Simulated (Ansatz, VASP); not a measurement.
## BiTe in VASP and in Ansatz

Contents of INCAR:

```
SYSTEM = BiTe
PREC = Accurate
ENCUT = 520
EDIFF = 1E-7
ISMEAR = 0
SIGMA = 0.15
LREAL = .False.
LASPH = .True.
NELM = 80
ALGO = Normal
ISIF = 2
LWAVE = .False.
LCHARG = .False.
GGA = PE
NBANDS = 18
```

KPOINTS

```
Automatic mesh
0
Gamma
  12 12 12
  0 0 0
```

Contents of POSCAR:

```
BiTe
1.0
    2.2198310163      1.2816200348      3.9513539146
   -2.2198310163      1.2816200348      3.9513539146
    0.0000000000     -2.5632400697      3.9513539146
Bi Te
1 1
Direct
    0.5000000000      0.5000000000      0.5000000000
    0.0000000000      0.0000000000      0.0000000000
```

Input for Ansatz:

```yaml
crystal:
  lattice:
    - [2.2198310163, 1.2816200348, 3.9513539146]
    - [-2.2198310163, 1.2816200348, 3.9513539146]
    - [0.0, -2.5632400697, 3.9513539146]
  atoms:
    - { symbol: Bi, position: [0.5, 0.5, 0.5] }
    - { symbol: Te, position: [0.0, 0.0, 0.0] }
basis:
  ecutwfc: 420
kpoints:
  mp_grid: { grid: [12, 12, 12] }
hamiltonian:
  xc: pbe
scf:
  occupations: { method: gaussian, width: 0.15 }
output:
  forces: true
  stress: true
  eigenvalues: true
```

Alike in both runs: task single point; functional PBE; k mesh 12 × 12 × 12; occupations gaussian, width 0.15 eV; no spin polarisation.

```csv
,VASP,Ansatz
version,VASP 6.6.1,Ansatz 0.2.0
potentials or method,"VASP PAW PBE potentials, release 64 (Bi_d, Te), cutoff 520 eV","scalar-relativistic, plane waves, PAW"
valence electrons in the cell,21,31
```

|  | VASP | Ansatz | Ansatz less VASP |
| --- | --- | --- | --- |
| gap on the k mesh at the Fermi level (eV) | none | none | - |
| pressure (GPa) | 0.7 | 0.7 | +0.05 |

A gap of «none» marks a metal or a gap that the smearing closes. With one functional, cell and mesh, what is left measures potentials, basis and numerics. VASP's potentials hold 21 valence electrons a cell and Ansatz's 31, so a difference there can come from the potentials and not from the codes.

Neither program's run includes spin-orbit coupling.
